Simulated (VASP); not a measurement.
# LiRe3 (Fm-3m) in VASP: a series of runs, part 3 of 4

VASP 6.6.1.

## Step 4: Single point, PBE

This run uses another cell than the first one, of 13.85 Å³/atom, 1.058 times its volume.

Contents of INCAR:

```
SYSTEM = LiRe3
  ALGO = Normal
  EDIFF = 1E-6
  ENCUT = 520
  GGA = PE
  ISIF = 2
  ISMEAR = 1
  LASPH = .True.
  LCHARG = .False.
  LREAL = .False.
  LWAVE = .False.
  NBANDS = 20
  NELM = 80
  PREC = Accurate
  SIGMA = 0.1
```

Contents of KPOINTS:

```
k-points
0
Gamma
  7 7 7
  0 0 0
```

Contents of POSCAR:

```
LiRe3
1.0
    0.0000000000      3.0254994264      3.0254994264
    3.0254994264      0.0000000000      3.0254994264
    3.0254994264      3.0254994264      0.0000000000
Li Re
1 3
Direct
    0.0000000000      0.0000000000      0.0000000000
    0.7500000000      0.7500000000      0.7500000000
    0.2500000000      0.2500000000      0.2500000000
    0.5000000000      0.5000000000      0.5000000000
```

Potentials or basis: VASP PAW PBE potentials, release 64 (Li_sv, Re).

On the command line:

```
$ cat potpaw_PBE.64/Li_sv/POTCAR potpaw_PBE.64/Re/POTCAR > POTCAR
$ mpirun -np 1 vasp_std > vasp.out
```

OUTCAR:

```text
SYSTEM = LiRe3
   EDIFF = 1E-6
   ENCUT = 520
   GGA = PE
   ISIF = 2
   ISMEAR = 1
   LASPH = .True.
   LREAL = .False.
   NELM = 80
   PREC = Accurate

 ion  position               nearest neighbor table
   1  0.000  0.000  0.000-   2 2.62   3 2.62   2 2.62   2 2.62   2 2.62   3 2.62   3 2.62   3 2.62

   2  0.750  0.750  0.750-   1 2.62   4 2.62   4 2.62   4 2.62   4 2.62   1 2.62   1 2.62   1 2.62
                             3 3.03   3 3.03   3 3.03   3 3.03   3 3.03   3 3.03
   3  0.250  0.250  0.250-   1 2.62   4 2.62   1 2.62   1 2.62   1 2.62   4 2.62   4 2.62   4 2.62
                             2 3.03   2 3.03   2 3.03   2 3.03   2 3.03   2 3.03
   4  0.500  0.500  0.500-   2 2.62   3 2.62   3 2.62   3 2.62   3 2.62   2 2.62   2 2.62   2 2.62

  LATTYP: Found a face centered cubic cell.
 ALAT       =     6.0509988528

  Lattice vectors:

 A1 = (   0.0000000000,   3.0254994264,   3.0254994264)
 A2 = (   3.0254994264,   0.0000000000,   3.0254994264)
 A3 = (   3.0254994264,   3.0254994264,   0.0000000000)

Analysis of symmetry for initial positions (statically):
=====================================================================
 Subroutine PRICEL returns:
 Original cell was already a primitive cell.

 Routine SETGRP: Setting up the symmetry group for a
 face centered cubic supercell.

 Subroutine GETGRP returns: Found 48 space group operations
 (whereof 48 operations were pure point group operations)
 out of a pool of 48 trial point group operations.

The static configuration has the point symmetry O_h .

Analysis of symmetry for dynamics (positions and initial velocities):
=====================================================================
 Subroutine PRICEL returns:
 Original cell was already a primitive cell.

 Routine SETGRP: Setting up the symmetry group for a
 face centered cubic supercell.

 Subroutine GETGRP returns: Found 48 space group operations
 (whereof 48 operations were pure point group operations)
 out of a pool of 48 trial point group operations.

The dynamic configuration has the point symmetry O_h .

 Subroutine INISYM returns: Found 48 space group operations
 (whereof 48 operations are pure point group operations),
 and found     1 'primitive' translations

----------------------------------------------------------------------------------------

                                     Primitive cell

  volume of cell :      55.3887

  direct lattice vectors                    reciprocal lattice vectors
     0.000000000  3.025499426  3.025499426    -0.165261972  0.165261972  0.165261972
     3.025499426  0.000000000  3.025499426     0.165261972 -0.165261972  0.165261972
     3.025499426  3.025499426  0.000000000     0.165261972  0.165261972 -0.165261972

  length of vectors
     4.278702322  4.278702322  4.278702322     0.286242131  0.286242131  0.286242131

  position of ions in fractional coordinates (direct lattice)
     0.000000000  0.000000000  0.000000000
     0.750000000  0.750000000  0.750000000
     0.250000000  0.250000000  0.250000000
     0.500000000  0.500000000  0.500000000

  ion indices of the primitive-cell ions
   primitive index   ion index
                 1           1
[... 23 lines left out ...]
     0.000000000  0.000000000  0.000000000

 Subroutine IBZKPT returns following result:
 ===========================================

 Found     20 irreducible k-points:

 Following reciprocal coordinates:
            Coordinates               Weight
  0.000000  0.000000  0.000000      1.000000
  0.142857  0.000000  0.000000      8.000000
  0.285714  0.000000  0.000000      8.000000
  0.428571  0.000000  0.000000      8.000000
  0.142857  0.142857  0.000000      6.000000
  0.285714  0.142857  0.000000     24.000000
[... 12 lines left out ...]
 -0.428571  0.428571  0.142857     24.000000
 -0.285714  0.428571  0.142857     24.000000
   k-points           NKPTS =     20   k-points in BZ     NKDIM =     20   number of bands    NBANDS=     20
   number of dos      NEDOS =    301   number of ions     NIONS =      4
   total plane-waves  NPLWV =  32768
   dimension x,y,z NGX =    32 NGY =   32 NGZ =   32
   dimension x,y,z NGXF=    64 NGYF=   64 NGZF=   64
   ions per type =               1   3
   NGX,Y,Z   is equivalent  to a cutoff of  12.43, 12.43, 12.43 a.u.
   NGXF,Y,Z  is equivalent  to a cutoff of  24.87, 24.87, 24.87 a.u.
 SYSTEM =  LiRe3
   PREC   = accura    normal or accurate (medium, high low for compatibility)
   ISTART =      0    job   : 0-new  1-cont  2-samecut
   ICHARG =      2    charge: 1-file 2-atom 10-const
   ISPIN  =      1    spin polarized calculation?
   LNONCOLLINEAR =      F non collinear calculations
   LSORBIT =      F    spin-orbit coupling
   LASPH  =      T    aspherical Exc in radial PAW
   ENCUT  =  520.0 eV  38.22 Ry    6.18 a.u.   7.96  7.96  7.96*2*pi/ulx,y,z
   NELM   =     80;   NELMIN=  2; NELMDL= -5     # of ELM steps
   EDIFF  = 0.1E-05   stopping-criterion for ELM
   LREAL  =      F    real-space projection
   EDIFFG = 0.1E-04   stopping-criterion for IOM
   NSW    =      0    number of steps for IOM
   IBRION =     -1    ionic relax: 0-MD 1-quasi-New 2-CG
   NFREE  =      0    steps in history (QN), initial steepest desc. (CG)
   ISIF   =      2    stress and relaxation
   ISYM   =      2    0-nonsym 1-usesym 2-fastsym
   POTIM  = 0.5000    time-step for ionic-motion
   TEBEG  =    0.0;   TEEND  =   0.0 temperature during run
   PSTRESS=    0.0 pullay stress
   NELECT =      24.0000    total number of electrons
   NUPDOWN=      -1.0000    fix difference up-down
   EMIN   =  10.00;   EMAX   =-10.00  energy-range for DOS
   EFERMI =   0.00;   METHOD = LEGACY
   ISMEAR =     1;   SIGMA  =   0.10  broadening in eV -4-tet -1-fermi 0-gaus
   EFERMI_NEDOS =   21; number of points for ismear=-14 and -15
   IALGO  =     38    algorithm
   IMIX   =      4    mixing-type and parameters
     AMIX     =   0.40;   BMIX     =  1.00
     AMIX_MAG =   1.60;   BMIX_MAG =  1.00
  volume/ion in A,a.u.               =      13.85        93.45
  Fermi-wavevector in a.u.,A,eV,Ry     =   1.238810  2.341012 20.880197  1.534651
  Thomas-Fermi vector in A             =   2.373320
   LORBIT       =      0    0 simple, 1 ext, 2 COOP (PROOUT), +10 PAW based schemes
   GGA     = PE    functional components
   LHFCALC =     F    Hartree Fock is set to
   AEXX    =    0.0000 exact exchange contribution
   IVDW    =     0    specifies the selected vdW correction
   LEPSILON=     F    determine dielectric tensor
   LRPA    =     F    only Hartree local field effects (RPA)
 non-spin polarized calculation
 Methfessel and Paxton  Order N= 1 SIGMA  =   0.10
  energy-cutoff  :      520.00
  volume of cell :       55.39
 maximum number of plane-waves:      1502
   NGX = 15   NGY = 15   NGZ = 15

 number of electron      23.9999995 magnetization

 Free energy of the ion-electron system (eV)
  ---------------------------------------------------
  ext. energy  EPLUGINS =         0.00000000
  ---------------------------------------------------
  free energy    TOTEN  =       -38.34634771 eV

  energy without entropy =      -38.34355656  energy(sigma->0) =      -38.34541733

 E-fermi :   6.8862     XC(G=0): -12.7711

 val. band max:        6.8857517217   @ k =   0.4286   0.1429   0.0000
 cond. band min:       6.8890402275   @ k =  -0.4286   0.2857   0.0000
 fundamental gap:      0.0032885058
 Fermi energy:         6.8861714884

 k-point     1 :       0.0000    0.0000    0.0000
  band No.  band energies     occupation
      1     -37.9860      2.00000
      2      -2.0794      2.00000
      3       1.6196      2.00000
      4       1.6196      2.00000
      5       3.1619      2.00000
      6       3.1619      2.00000
[... 449 lines left out ...]
     19      10.8731      0.00000
     20      10.9733      0.00000

------------------------ aborting loop because EDIFF is reached ----------------------------------------

  FORCE on cell =-STRESS in cart. coord.  units (eV):
  Direction    XX          YY          ZZ          XY          YZ          ZX
  --------------------------------------------------------------------------------------
  -------------------------------------------------------------------------------------
  Total        1.4061314      1.4061314      1.4061314      0.0000000     -0.0000000     -0.0000000
  in kB       40.6738489     40.6738489     40.6738489      0.0000000     -0.0000000     -0.0000000
  external PRESSURE =      40.6738489 kB  Pullay stress =       0.0000000 kB

 VOLUME and BASIS-vectors are now :
 -----------------------------------------------------------------------------
  energy-cutoff  :      520.00
  volume of cell :       55.39
      direct lattice vectors                 reciprocal lattice vectors
     0.000000000  3.025499426  3.025499426    -0.165261972  0.165261972  0.165261972
     3.025499426  0.000000000  3.025499426     0.165261972 -0.165261972  0.165261972
     3.025499426  3.025499426  0.000000000     0.165261972  0.165261972 -0.165261972

 POSITION                                       TOTAL-FORCE (eV/Angst)
 -----------------------------------------------------------------------------------
      0.00000      0.00000      0.00000         0.000000     -0.000000     -0.000000
      4.53825      4.53825      4.53825        -0.000000     -0.000000     -0.000000
      1.51275      1.51275      1.51275         0.000000      0.000000      0.000000
      3.02550      3.02550      3.02550         0.000000     -0.000000     -0.000000
 -----------------------------------------------------------------------------------
    total drift:                               -0.000000     -0.000000      0.000000

  FREE ENERGIE OF THE ION-ELECTRON SYSTEM (eV)
  ---------------------------------------------------
  free  energy   TOTEN  =       -38.3463477087 eV

  energy  without entropy=      -38.3435565606  energy(sigma->0) =      -38.34541733
```

OSZICAR:

```text
N       E                     dE             d eps       ncg     rms          rms(c)
DAV:   1     0.935854543751E+02    0.93585E+02   -0.10621E+04  1516   0.150E+03
DAV:   2    -0.294991502550E+02   -0.12308E+03   -0.11304E+03  1540   0.467E+02
DAV:   3    -0.401247955782E+02   -0.10626E+02   -0.94439E+01  1428   0.217E+02
DAV:   4    -0.410927462432E+02   -0.96795E+00   -0.94140E+00  1528   0.327E+01
DAV:   5    -0.411679274229E+02   -0.75181E-01   -0.74937E-01  1412   0.729E+00    0.501E+01
DAV:   6    -0.388794014716E+02    0.22885E+01   -0.35491E+00  1484   0.394E+01    0.171E+01
DAV:   7    -0.384988371907E+02    0.38056E+00   -0.18861E+00  1552   0.294E+01    0.525E+00
DAV:   8    -0.383682686222E+02    0.13057E+00   -0.31540E-01  1576   0.142E+01    0.801E-01
DAV:   9    -0.383466339069E+02    0.21635E-01   -0.37692E-02  1288   0.134E+00    0.310E-01
DAV:  10    -0.383462656632E+02    0.36824E-03   -0.31042E-03  1568   0.861E-01    0.127E-01
DAV:  11    -0.383463106739E+02   -0.45011E-04   -0.13518E-04  1316   0.947E-02    0.960E-02
DAV:  12    -0.383463469655E+02   -0.36292E-04   -0.57502E-05  1484   0.112E-01    0.112E-02
DAV:  13    -0.383463477087E+02   -0.74319E-06   -0.15651E-06   820   0.269E-02
   1 F= -.38346348E+02 E0= -.38345417E+02  d E =-.279115E-02
```

It took 23 s on 1 thread of Intel Xeon Platinum 8488C (Sapphire Rapids), shared host; peak memory 0.17 GiB.

What came out:

```yaml
Free_energy: -38.3463 eV
Band_gap_on_the_k_mesh: zero (band 12 reaches 8.72 eV, above the bottom of band 13 at 6.15 eV)
```

Caveat: the cutoff is under 1.25 times the usual one of these potentials, so pressure, stress and relaxed cells hold a basis-set (Pulay) error; spin-orbit coupling is left out, which moves the levels of the heavy elements.

[end of part 3 of 4]
